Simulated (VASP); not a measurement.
# TaSi (rocksalt type) (Fm-3m) in VASP: a series of runs

TaSi (rocksalt type) is run at these levels: PBE; tasks: single point.

All numbers are computed with VASP 6.6.1; they aren't measurements. Logs are shortened: lines on timing, memory, paths and dates and some standing lists are left out, and cuts for length are marked.

## 1. The cell of the first run

The structure is cubic, space group Fm-3m (No. 225). The conventional cell has a = 4.067 Å, b = 4.067 Å, c = 4.067 Å, α = 90.00°, β = 90.00°, γ = 90.00°. Ta (site symmetry m-3m) has 6 Si at 2.03 Å within 2.7 Å. Within 2.7 Å of Si (site symmetry m-3m) lie 6 Ta at 2.03 Å.

## 2. Single point, PBE

The input, INCAR:

```
SYSTEM = TaSi
ALGO     = Normal         ! electronic algorithm
EDIFF    = 1E-6           ! SCF threshold, eV
ENCUT    = 520            ! plane-wave cutoff, eV
GGA      = PE             ! functional
ISIF     = 2              ! what is computed and relaxed
ISMEAR   = -1             ! smearing method
LASPH    = .TRUE.         ! aspherical terms in the spheres
LCHARG   = .FALSE.        ! write CHGCAR
LREAL    = .FALSE.        ! projectors in reciprocal space
LWAVE    = .FALSE.        ! write WAVECAR
NBANDS   = 14             ! bands
NELM     = 60             ! most SCF steps
PREC     = Accurate       ! precision mode
SIGMA    = 0.1            ! smearing width, eV
```

The input, KPOINTS:

```
k-points
0
G
  16 16 16
  0 0 0
```

The input, POSCAR:

```
TaSi
1.0
    0.0000000000      2.0337188204      2.0337188204
    2.0337188204      0.0000000000      2.0337188204
    2.0337188204      2.0337188204      0.0000000000
Ta Si
1 1
Direct
    0.0000000000      0.0000000000      0.0000000000
    0.5000000000      0.5000000000      0.5000000000
```

Potentials or basis: VASP PAW PBE potentials, release 64 (Ta_pv, Si).

The run is started by

```
$ cat potpaw_PBE.64/Ta_pv/POTCAR potpaw_PBE.64/Si/POTCAR > POTCAR
$ mpirun -np 1 vasp_std > vasp.out
```

OUTCAR:

```text
SYSTEM = TaSi
   EDIFF = 1E-6
   ENCUT = 520
   GGA = PE
   ISIF = 2
   ISMEAR = -1
   LASPH = .TRUE.
   LREAL = .FALSE.
   NELM = 60
   PREC = Accurate

 ion  position               nearest neighbor table
   1  0.000  0.000  0.000-   2 2.03   2 2.03   2 2.03   2 2.03   2 2.03   2 2.03
   2  0.500  0.500  0.500-   1 2.03   1 2.03   1 2.03   1 2.03   1 2.03   1 2.03

  LATTYP: Found a face centered cubic cell.
 ALAT       =     4.0674376408

  Lattice vectors:

 A1 = (   0.0000000000,   2.0337188204,   2.0337188204)
 A2 = (   2.0337188204,   0.0000000000,   2.0337188204)
 A3 = (   2.0337188204,   2.0337188204,   0.0000000000)

Analysis of symmetry for initial positions (statically):
=====================================================================
 Subroutine PRICEL returns:
 Original cell was already a primitive cell.

 Routine SETGRP: Setting up the symmetry group for a
 face centered cubic supercell.

 Subroutine GETGRP returns: Found 48 space group operations
 (whereof 48 operations were pure point group operations)
 out of a pool of 48 trial point group operations.

The static configuration has the point symmetry O_h .

Analysis of symmetry for dynamics (positions and initial velocities):
=====================================================================
 Subroutine PRICEL returns:
 Original cell was already a primitive cell.

 Routine SETGRP: Setting up the symmetry group for a
 face centered cubic supercell.

 Subroutine GETGRP returns: Found 48 space group operations
 (whereof 48 operations were pure point group operations)
 out of a pool of 48 trial point group operations.

The dynamic configuration has the point symmetry O_h .

 Subroutine INISYM returns: Found 48 space group operations
 (whereof 48 operations are pure point group operations),
 and found     1 'primitive' translations

----------------------------------------------------------------------------------------

                                     Primitive cell

  volume of cell :      16.8230

  direct lattice vectors                    reciprocal lattice vectors
     0.000000000  2.033718820  2.033718820    -0.245855029  0.245855029  0.245855029
     2.033718820  0.000000000  2.033718820     0.245855029 -0.245855029  0.245855029
     2.033718820  2.033718820  0.000000000     0.245855029  0.245855029 -0.245855029

  length of vectors
     2.876112738  2.876112738  2.876112738     0.425833402  0.425833402  0.425833402

  position of ions in fractional coordinates (direct lattice)
     0.000000000  0.000000000  0.000000000
     0.500000000  0.500000000  0.500000000

  ion indices of the primitive-cell ions
   primitive index   ion index
                 1           1
                 2           2

----------------------------------------------------------------------------------------

 KPOINTS: k-points

Automatic generation of k-mesh.
 Grid dimensions read from file:
 generate k-points for:   16   16   16

 Generating k-lattice:

  Cartesian coordinates                     Fractional coordinates (reciprocal lattice)
    -0.015365939  0.015365939  0.015365939     0.062500000  0.000000000  0.000000000
     0.015365939 -0.015365939  0.015365939     0.000000000  0.062500000  0.000000000
     0.015365939  0.015365939 -0.015365939     0.000000000  0.000000000  0.062500000

  Length of vectors
     0.026614588  0.026614588  0.026614588

  Shift w.r.t. Gamma in fractional coordinates (k-lattice)
     0.000000000  0.000000000  0.000000000

 Subroutine IBZKPT returns following result:
 ===========================================

 Found    145 irreducible k-points:

 Following reciprocal coordinates:
            Coordinates               Weight
  0.000000  0.000000  0.000000      1.000000
  0.062500  0.000000  0.000000      8.000000
  0.125000  0.000000  0.000000      8.000000
  0.187500  0.000000  0.000000      8.000000
  0.250000  0.000000  0.000000      8.000000
  0.312500  0.000000  0.000000      8.000000
[... 16 lines left out ...]
 -0.125000  0.062500  0.000000     24.000000
 -0.062500  0.062500  0.000000     12.000000
 [... further k-points ...]
   k-points           NKPTS =    145   k-points in BZ     NKDIM =    145   number of bands    NBANDS=     14
   number of dos      NEDOS =    301   number of ions     NIONS =      2
   total plane-waves  NPLWV =  13824
   dimension x,y,z NGX =    24 NGY =   24 NGZ =   24
   dimension x,y,z NGXF=    48 NGYF=   48 NGZF=   48
   ions per type =               1   1
   NGX,Y,Z   is equivalent  to a cutoff of  13.87, 13.87, 13.87 a.u.
   NGXF,Y,Z  is equivalent  to a cutoff of  27.75, 27.75, 27.75 a.u.
 SYSTEM =  TaSi
   PREC   = accura    normal or accurate (medium, high low for compatibility)
   ISTART =      0    job   : 0-new  1-cont  2-samecut
   ICHARG =      2    charge: 1-file 2-atom 10-const
   ISPIN  =      1    spin polarized calculation?
   LNONCOLLINEAR =      F non collinear calculations
   LSORBIT =      F    spin-orbit coupling
   LASPH  =      T    aspherical Exc in radial PAW
   ENCUT  =  520.0 eV  38.22 Ry    6.18 a.u.   5.35  5.35  5.35*2*pi/ulx,y,z
   NELM   =     60;   NELMIN=  2; NELMDL= -5     # of ELM steps
   EDIFF  = 0.1E-05   stopping-criterion for ELM
   LREAL  =      F    real-space projection
   EDIFFG = 0.1E-04   stopping-criterion for IOM
   NSW    =      0    number of steps for IOM
   IBRION =     -1    ionic relax: 0-MD 1-quasi-New 2-CG
   NFREE  =      0    steps in history (QN), initial steepest desc. (CG)
   ISIF   =      2    stress and relaxation
   ISYM   =      2    0-nonsym 1-usesym 2-fastsym
   POTIM  = 0.5000    time-step for ionic-motion
   TEBEG  =    0.0;   TEEND  =   0.0 temperature during run
   PSTRESS=    0.0 pullay stress
   NELECT =      15.0000    total number of electrons
   NUPDOWN=      -1.0000    fix difference up-down
   EMIN   =  10.00;   EMAX   =-10.00  energy-range for DOS
   EFERMI =   0.00;   METHOD = LEGACY
   ISMEAR =    -1;   SIGMA  =   0.10  broadening in eV -4-tet -1-fermi 0-gaus
   EFERMI_NEDOS =   21; number of points for ismear=-14 and -15
   IALGO  =     38    algorithm
   IMIX   =      4    mixing-type and parameters
     AMIX     =   0.40;   BMIX     =  1.00
     AMIX_MAG =   1.60;   BMIX_MAG =  1.00
  volume/ion in A,a.u.               =       8.41        56.76
  Fermi-wavevector in a.u.,A,eV,Ry     =   1.575691  2.977624 33.780567  2.482802
  Thomas-Fermi vector in A             =   2.676637
   LORBIT       =      0    0 simple, 1 ext, 2 COOP (PROOUT), +10 PAW based schemes
   GGA     = PE    functional components
   LHFCALC =     F    Hartree Fock is set to
   AEXX    =    0.0000 exact exchange contribution
   IVDW    =     0    specifies the selected vdW correction
   LEPSILON=     F    determine dielectric tensor
   LRPA    =     F    only Hartree local field effects (RPA)
 non-spin polarized calculation
  energy-cutoff  :      520.00
  volume of cell :       16.82
 maximum number of plane-waves:       469
 NGX is ok and might be reduce to    24
   NGX = 11   NGY = 11   NGZ = 11

 number of electron      15.0000000 magnetization

 Free energy of the ion-electron system (eV)
  ---------------------------------------------------
  ext. energy  EPLUGINS =         0.00000000
  ---------------------------------------------------
  free energy    TOTEN  =        -3.92134536 eV

  energy without entropy =       -3.90440665  energy(sigma->0) =       -3.91287601

 E-fermi :  16.6838     XC(G=0): -15.2979

 val. band max:       16.6343016578   @ k =  -0.1250   0.1875   0.0625
 cond. band min:      16.6944633313   @ k =   0.3125   0.0625   0.0000
 fundamental gap:      0.0601616735
 Fermi energy:        16.6838414210

 k-point     1 :       0.0000    0.0000    0.0000
  band No.  band energies     occupation
      1     -17.2086      2.00000
      2     -17.2086      2.00000
      3     -17.2086      2.00000
      4       0.7036      2.00000
      5      12.0909      2.00000
      6      12.0909      2.00000
      7      12.0909      2.00000
      8      14.3070      2.00000
      9      14.3070      2.00000
     10      22.0809      0.00000
     11      22.0809      0.00000
     12      22.0809      0.00000
     13      24.2246      0.00000
     14      32.0988      0.00000

 k-point     2 :       0.0625    0.0000    0.0000
  band No.  band energies     occupation
      1     -17.3092      2.00000
      2     -17.2208      2.00000
      3     -17.2208      2.00000
      4       0.9119      2.00000
      5      11.8965      2.00000
      6      12.1853      2.00000
      7      12.1853      2.00000
      8      14.1284      2.00000
      9      14.1284      2.00000
     10      22.0001      0.00000
     11      22.5187      0.00000
     12      22.5187      0.00000
     13      24.6615      0.00000
     14      32.0985      0.00000

 k-point     3 :       0.1250    0.0000    0.0000
  band No.  band energies     occupation
      1     -17.5867      2.00000
      2     -17.2551      2.00000
      3     -17.2551      2.00000
      4       1.4995      2.00000
      5      11.4204      2.00000
      6      12.3138      2.00000
      7      12.3138      2.00000
      8      13.8806      2.00000
      9      13.8806      2.00000
     10      21.7210      0.00000
     11      23.6914      0.00000
     12      23.6914      0.00000
     13      25.9439      0.00000
     14      32.0973      0.00000
[... 324 lines left out ...]
 k-point    23 :      -0.1250    0.0625    0.0000
  band No.  band energies     occupation
      1     -17.7493      2.00000
      2     -17.3371      2.00000
      3     -17.2560      2.00000
      4       1.9285      2.00000
      5      11.1148      2.00000
      6      12.1799      2.00000
      7      12.4506      2.00000
      8      13.2199      2.00000
      9      14.5266      2.00000
     10      22.0139      0.00000
     11      23.4604      0.00000
     12      25.0671      0.00000
     13      26.8689      0.00000
     14      32.0957      0.00000

 k-point    24 :      -0.0625    0.0625    0.0000
  band No.  band energies     occupation
      1     -17.4505      2.00000
      2     -17.2717      2.00000
      3     -17.2265      2.00000
      4       1.2467      2.00000
      5      11.6014      2.00000
      6      12.2825      2.00000
      7      12.3499      2.00000
      8      13.5643      2.00000
      9      14.2648      2.00000
     10      22.2980      0.00000
     11      22.4170      0.00000
     12      23.5219      0.00000
     13      25.3755      0.00000
     14      32.0980      0.00000

 [... further k-points ...]
[... 5 lines left out ...]
  --------------------------------------------------------------------------------------
  -------------------------------------------------------------------------------------
  Total       45.8926485     45.8926485     45.8926485      0.0000000      0.0000000     -0.0000000
  in kB     4370.6998788   4370.6998788   4370.6998788      0.0000000      0.0000000     -0.0000000
  external PRESSURE =    4370.6998788 kB  Pullay stress =       0.0000000 kB

 VOLUME and BASIS-vectors are now :
 -----------------------------------------------------------------------------
  energy-cutoff  :      520.00
  volume of cell :       16.82
      direct lattice vectors                 reciprocal lattice vectors
     0.000000000  2.033718820  2.033718820    -0.245855029  0.245855029  0.245855029
     2.033718820  0.000000000  2.033718820     0.245855029 -0.245855029  0.245855029
     2.033718820  2.033718820  0.000000000     0.245855029  0.245855029 -0.245855029

 POSITION                                       TOTAL-FORCE (eV/Angst)
 -----------------------------------------------------------------------------------
      0.00000      0.00000      0.00000         0.000000     -0.000000      0.000000
      2.03372      2.03372      2.03372         0.000000      0.000000     -0.000000
 -----------------------------------------------------------------------------------
    total drift:                                0.000000     -0.000000     -0.000000

  FREE ENERGIE OF THE ION-ELECTRON SYSTEM (eV)
  ---------------------------------------------------
  free  energy   TOTEN  =        -3.9213453612 eV

  energy  without entropy=       -3.9044066525  energy(sigma->0) =       -3.91287601
```

Run time: 10 s. Hardware: 1 thread of Intel Xeon 6975P-C (Granite Rapids), shared host; peak memory 0.17 GiB.

What came out:

* Free energy: -3.9213 eV
* Pressure: 437.1 GPa

Levels at points of the mesh, in eV from the Fermi level:
| k point | band 3 | band 4 | band 5 | band 6 | band 7 | band 8 | band 9 | band 10 | band 11 | band 12 |
| --- | --- | --- | --- | --- | --- | --- | --- | --- | --- | --- |
| (0.00, 0.00, 0.00) | -33.89 | -15.98 | -4.59 | -4.59 | -4.59 | -2.38 | -2.38 | 5.40 | 5.40 | 5.40 |
| (0.50, 0.00, 0.00) | -34.20 | -11.42 | -6.51 | -6.51 | -5.68 | 3.50 | 3.50 | 4.69 | 7.06 | 9.07 |
| (0.50, 0.50, 0.00) | -34.66 | -12.71 | -9.22 | -3.14 | 0.74 | 2.33 | 2.33 | 5.56 | 5.56 | 6.37 |

Caveat: spin-orbit coupling is left out, which moves the levels of the heavy elements.

## 3. Single point, PBE

This run uses another cell than the first one, of 8.37 Å³/atom, 0.995 times its volume.

The input, INCAR:

```
PREC     = Accurate       # precision mode
ENCUT    = 520            # plane-wave cutoff, eV
EDIFF    = 1E-6           # SCF threshold, eV
ISMEAR   = -1             # smearing method
SIGMA    = 0.1            # smearing width, eV
LREAL    = False          # projectors in reciprocal space
LASPH    = True           # aspherical terms in the spheres
NELM     = 60             # most SCF steps
ALGO     = Normal         # electronic algorithm
ISIF     = 2              # what is computed and relaxed
LWAVE    = False          # write WAVECAR
LCHARG   = False          # write CHGCAR
GGA      = PE             # functional
NBANDS   = 14             # bands
```

The input, KPOINTS:

```
regular mesh
0
Gamma
  16 16 16
```

The input, POSCAR:

```
TaSi
1.0
    0.0000000000      2.0300010001      2.0300010001
    2.0300010001      0.0000000000      2.0300010001
    2.0300010001      2.0300010001      0.0000000000
Ta Si
1 1
Direct
    0.0000000000      0.0000000000      0.0000000000
    0.5000000000      0.5000000000      0.5000000000
```

Potentials or basis: VASP PAW PBE potentials, release 64 (Ta_pv, Si).

The run is started by

```
$ cat potpaw_PBE.64/Ta_pv/POTCAR potpaw_PBE.64/Si/POTCAR > POTCAR
$ mpirun -np 1 vasp_std > vasp.out
```

Wall time 10 s (1 thread of Intel Xeon 6975P-C (Granite Rapids), shared host); peak memory 0.17 GiB.

Results (log left out):

```
Free energy : -3.6678 eV
Pressure    : 445.0 GPa
```

Levels at points of the mesh, in eV from the Fermi level:
```
           k point  band 5  band 6  band 7  band 8  band 9  band 10
(0.00, 0.00, 0.00)   -4.63   -4.63   -4.63   -2.40   -2.40     5.44
(0.50, 0.00, 0.00)   -6.54   -6.54   -5.63    3.52    3.52     4.69
(0.50, 0.50, 0.00)   -9.28   -3.10    0.74    2.38    2.38     5.59
```

Caveat: spin-orbit coupling is left out, which moves the levels of the heavy elements.

## 4. Single point, PBE

This run uses another cell than the first one, of 17.08 Å³/atom, 2.030 times its volume.

The input, INCAR:

```
SYSTEM = TaSi
PREC     = Accurate       ! precision mode
ENCUT    = 520            ! plane-wave cutoff, eV
EDIFF    = 1E-6           ! SCF threshold, eV
ISMEAR   = -1             ! smearing method
SIGMA    = 0.1            ! smearing width, eV
LREAL    = .False.        ! projectors in reciprocal space
LASPH    = .True.         ! aspherical terms in the spheres
NELM     = 80             ! most SCF steps
ALGO     = Normal         ! electronic algorithm
ISIF     = 2              ! what is computed and relaxed
LWAVE    = .False.        ! write WAVECAR
LCHARG   = .False.        ! write CHGCAR
GGA      = PE             ! functional
NBANDS   = 14             ! bands
```

The input, KPOINTS:

```
regular mesh
0
Gamma
  13 13 13
  0 0 0
```

The input, POSCAR:

```
TaSi
1.0
    0.0000000000      2.5751216651      2.5751216651
    2.5751216651      0.0000000000      2.5751216651
    2.5751216651      2.5751216651      0.0000000000
Ta Si
1 1
Direct
    0.0000000000      0.0000000000      0.0000000000
    0.5000000000      0.5000000000      0.5000000000
```

The run is started by

```
$ cat potpaw_PBE.64/Ta_pv/POTCAR potpaw_PBE.64/Si/POTCAR > POTCAR
$ mpirun -np 1 vasp_std > vasp.out
```

Run time: 15 s. Hardware: 1 thread of Intel Xeon 6975P-C (Granite Rapids), shared host; peak memory 0.18 GiB.

It converged, with:

| Item | Value |
| --- | --- |
| Free energy | -17.3486 eV |
| Pressure | 0.1 GPa |

Levels at points of the mesh, in eV from the Fermi level:
| k point | band 5 | band 6 | band 7 | band 8 | band 9 | band 10 | band 11 | band 12 |
| --- | --- | --- | --- | --- | --- | --- | --- | --- |
| (0.00, 0.00, 0.00) | -1.22 | -1.22 | -1.22 | -0.57 | -0.57 | 2.32 | 2.32 | 2.32 |

Caveat: spin-orbit coupling is left out, which moves the levels of the heavy elements.

## 5. Summary

```csv
cell,k mesh,gap on the mesh (eV),pressure (GPa)
"a = 2.876 Å, angles 60.0°, 2 atoms",16 × 16 × 16,none,437.1
"a = 2.871 Å, angles 60.0°, 2 atoms",16 × 16 × 16,none,445.0
"a = 3.642 Å, angles 60.0°, 2 atoms",13 × 13 × 13,none,0.1
```

Alike in all rows: task single point; level PBE; potentials or basis VASP PAW PBE potentials, release 64 (Ta_pv, Si); no spin polarisation; cutoff (eV) 520; smearing fermi-dirac 0.1 eV.

Caveats: spin-orbit coupling is left out, which moves the levels of the heavy elements.

Total energies depend on the potentials used, so only differences within one code and one set of settings carry meaning.
